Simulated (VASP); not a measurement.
# Ta4O (P4/mmm) in VASP: notebook, part 2 of 2

VASP 6.6.1. The steps go on from the part before.

## Step 5: Single point, PBE (strain +0.030 along x and y, +0.030 along z)

File INCAR:

```
SYSTEM = Ta4O
PREC     = Accurate       ! precision mode
ENCUT    = 520            ! plane-wave cutoff, eV
EDIFF    = 1E-6           ! SCF threshold, eV
ISMEAR   = 0              ! smearing method
SIGMA    = 0.15           ! smearing width, eV
LREAL    = .FALSE.        ! projectors in reciprocal space
LASPH    = .TRUE.         ! aspherical terms in the spheres
NELM     = 60             ! most SCF steps
ALGO     = Normal         ! electronic algorithm
ISIF     = 2              ! what is computed and relaxed
LWAVE    = .FALSE.        ! write WAVECAR
LCHARG   = .FALSE.        ! write CHGCAR
GGA      = PE             ! functional
NBANDS   = 33             ! bands
```

File KPOINTS:

```
Automatic mesh
0
G
  14 14 8
  0 0 0
```

File POSCAR:

```
Ta4O
1.0
    3.3523482562      0.0000000000      0.0000000000
    0.0000000000      3.3523482562      0.0000000000
    0.0000000000      0.0000000000      7.6172482776
Ta O
4 1
Direct
    0.0000000000      0.0000000000      0.5000000000
    0.5000000000      0.5000000000      0.7829127273
    0.5000000000      0.5000000000      0.2170872727
    0.0000000000      0.0000000000      0.0000000000
    0.5000000000      0.5000000000      0.5000000000
```

Potentials or basis: VASP PAW PBE potentials, release 64 (Ta_pv, O).

Started as:

```bash
$ cat potpaw_PBE.64/Ta_pv/POTCAR potpaw_PBE.64/O/POTCAR > POTCAR
$ mpirun -np 1 vasp_std > vasp.out
```

OUTCAR:

```text
SYSTEM = Ta4O
   PREC = Accurate
   ENCUT = 520
   EDIFF = 1E-6
   ISMEAR = 0
   LREAL = .FALSE.
   LASPH = .TRUE.
   NELM = 60
   ISIF = 2
   GGA = PE

 ion  position               nearest neighbor table
   1  0.000  0.000  0.500-   5 2.37   5 2.37   5 2.37   5 2.37   3 3.20   3 3.20   2 3.20   3 3.20
                             2 3.20   2 3.20   3 3.20   2 3.20
   2  0.500  0.500  0.783-   5 2.16   4 2.89   4 2.89   4 2.89   4 2.89   1 3.20   1 3.20   1 3.20
                             1 3.20   3 3.31
   3  0.500  0.500  0.217-   5 2.16   4 2.89   4 2.89   4 2.89   4 2.89   1 3.20   1 3.20   1 3.20
                             1 3.20   2 3.31
   4  0.000  0.000  0.000-   2 2.89   3 2.89   2 2.89   3 2.89   2 2.89   3 2.89   2 2.89   3 2.89

   5  0.500  0.500  0.500-   2 2.16   3 2.16   1 2.37   1 2.37   1 2.37   1 2.37

  LATTYP: Found a simple tetragonal cell.
 ALAT       =     3.3523482562
 C/A-ratio  =     2.2722126985

  Lattice vectors:

 A1 = (   3.3523482562,   0.0000000000,   0.0000000000)
 A2 = (   0.0000000000,   3.3523482562,   0.0000000000)
 A3 = (   0.0000000000,   0.0000000000,   7.6172482776)

Analysis of symmetry for initial positions (statically):
=====================================================================
 Subroutine PRICEL returns:
 Original cell was already a primitive cell.

 Routine SETGRP: Setting up the symmetry group for a
 simple tetragonal supercell.

 Subroutine GETGRP returns: Found 16 space group operations
 (whereof 16 operations were pure point group operations)
 out of a pool of 16 trial point group operations.

The static configuration has the point symmetry D_4h.

Analysis of symmetry for dynamics (positions and initial velocities):
=====================================================================
 Subroutine PRICEL returns:
 Original cell was already a primitive cell.

 Routine SETGRP: Setting up the symmetry group for a
 simple tetragonal supercell.

[... 125 lines left out ...]
   ISMEAR =     0;   SIGMA  =   0.15  broadening in eV -4-tet -1-fermi 0-gaus
   EFERMI_NEDOS =   21; number of points for ismear=-14 and -15
   IALGO  =     38    algorithm
   IMIX   =      4    mixing-type and parameters
     AMIX     =   0.40;   BMIX     =  1.00
     AMIX_MAG =   1.60;   BMIX_MAG =  1.00
  volume/ion in A,a.u.               =      17.12       115.54
  Fermi-wavevector in a.u.,A,eV,Ry     =   1.368462  2.586018 25.479467  1.872688
  Thomas-Fermi vector in A             =   2.494424
   LORBIT       =      0    0 simple, 1 ext, 2 COOP (PROOUT), +10 PAW based schemes
   GGA     = PE    functional components
   LHFCALC =     F    Hartree Fock is set to
   AEXX    =    0.0000 exact exchange contribution
   IVDW    =     0    specifies the selected vdW correction
   LEPSILON=     F    determine dielectric tensor
   LRPA    =     F    only Hartree local field effects (RPA)
 non-spin polarized calculation
 Gauss-broadening in eV      SIGMA  =   0.15
  energy-cutoff  :      520.00
  volume of cell :       85.60
 maximum number of plane-waves:      2336
 NGX is ok and might be reduce to    28
   NGX = 13   NGY = 13   NGZ = 29

 number of electron      49.9999997 magnetization

 Free energy of the ion-electron system (eV)
  ---------------------------------------------------
  ext. energy  EPLUGINS =         0.00000000
  ---------------------------------------------------
  free energy    TOTEN  =       -54.71745082 eV

  energy without entropy =      -54.68633689  energy(sigma->0) =      -54.70189386

 E-fermi :   5.6706     XC(G=0): -12.1635

 val. band max:        5.6597604414   @ k =   0.3571   0.1429   0.2500
 cond. band min:       5.6765639011   @ k =   0.4286   0.1429   0.1250
 fundamental gap:      0.0168034597
 Fermi energy:         5.6706420384

 k-point     1 :       0.0000    0.0000    0.0000
  band No.  band energies     occupation
      1     -30.0063      2.00000
      2     -30.0063      2.00000
      3     -29.6198      2.00000
      4     -29.0788      2.00000
      5     -28.9923      2.00000
      6     -28.8169      2.00000
[... 853 lines left out ...]
     32       8.5335      0.00000
     33       9.0726      0.00000

 [... further k-points ...]
[... 5 lines left out ...]
  --------------------------------------------------------------------------------------
  -------------------------------------------------------------------------------------
  Total       -7.9207210     -7.9207210     -9.4918058      0.0000000      0.0000000     -0.0000000
  in kB     -148.2446169   -148.2446169   -177.6491196      0.0000000      0.0000000     -0.0000000
  external PRESSURE =    -158.0461178 kB  Pullay stress =       0.0000000 kB

 VOLUME and BASIS-vectors are now :
 -----------------------------------------------------------------------------
  energy-cutoff  :      520.00
  volume of cell :       85.60
      direct lattice vectors                 reciprocal lattice vectors
     3.352348256  0.000000000  0.000000000     0.298298364  0.000000000  0.000000000
     0.000000000  3.352348256  0.000000000     0.000000000  0.298298364  0.000000000
     0.000000000  0.000000000  7.617248278     0.000000000  0.000000000  0.131281004

 POSITION                                       TOTAL-FORCE (eV/Angst)
 -----------------------------------------------------------------------------------
      0.00000      0.00000      3.80862        -0.000000     -0.000000     -0.000000
      1.67617      1.67617      5.96364        -0.000000     -0.000000     -0.101552
      1.67617      1.67617      1.65361         0.000000      0.000000      0.101552
      0.00000      0.00000      0.00000        -0.000000     -0.000000     -0.000000
      1.67617      1.67617      3.80862        -0.000000     -0.000000     -0.000000
 -----------------------------------------------------------------------------------
    total drift:                                0.000000      0.000000      0.000000

  FREE ENERGIE OF THE ION-ELECTRON SYSTEM (eV)
  ---------------------------------------------------
  free  energy   TOTEN  =       -54.7174508182 eV

  energy  without entropy=      -54.6863368944  energy(sigma->0) =      -54.70189386
```

stdout:

```text
POSCAR found type information on POSCAR TaO
 POSCAR found :  2 types and       5 ions
 scaLAPACK will be used
 LDA part: xc-table for (Slater+PW92), standard interpolation
 POSCAR, INCAR and KPOINTS ok, starting setup
 FFT: planning ... GRIDC
 FFT: planning ... GRID_SOFT
 FFT: planning ... GRID
 WAVECAR not read
 entering main loop
```

Run time: 5.3 min. Hardware: 1 thread of AMD EPYC 9R45 (Zen 5), shared host; peak memory 0.47 GiB.

What came out:

```yaml
Free_energy: -54.7175 eV
Pressure: -15.8 GPa
Largest_force: 0.102 eV/Å
Band_gap_on_the_k_mesh: zero (band 25 reaches 6.09 eV, above the bottom of band 26 at 5.17 eV)
```

Forces on the atoms (eV/Å):
```
Ta   0.000  0.000  0.000
Ta   0.000  0.000 -0.102
Ta   0.000  0.000  0.102
Ta   0.000  0.000  0.000
O    0.000  0.000  0.000
```

Caveat: the cell differs from its parent crystal (strain +0.030 along x and y, +0.030 along z); spin-orbit coupling is left out, which moves the levels of the heavy elements.

## Step 6: The runs side by side

| cell | gap on the mesh (eV) | pressure (GPa) | largest force (eV/Å) |
| --- | --- | --- | --- |
| a = 3.352, b = 3.352, c = 7.174 Å, 5 atoms | none | -3.0 | 0.64 |
| a = 3.255, b = 3.255, c = 7.617 Å, 5 atoms | none | -6.3 | 0.23 |
| a = 3.352, b = 3.352, c = 7.395 Å, 5 atoms | none | -10.2 | 0.17 |
| a = 3.352, b = 3.352, c = 7.617 Å, 5 atoms | none | -15.8 | 0.10 |

Alike in all rows: task single point; level PBE; potentials or basis VASP PAW PBE potentials, release 64 (Ta_pv, O); no spin polarisation; k mesh 14 × 14 × 8; cutoff (eV) 520; smearing gaussian 0.15 eV.

Caveats: spin-orbit coupling is left out, which moves the levels of the heavy elements.

Absolute energies hang on the potentials; compare differences alone.
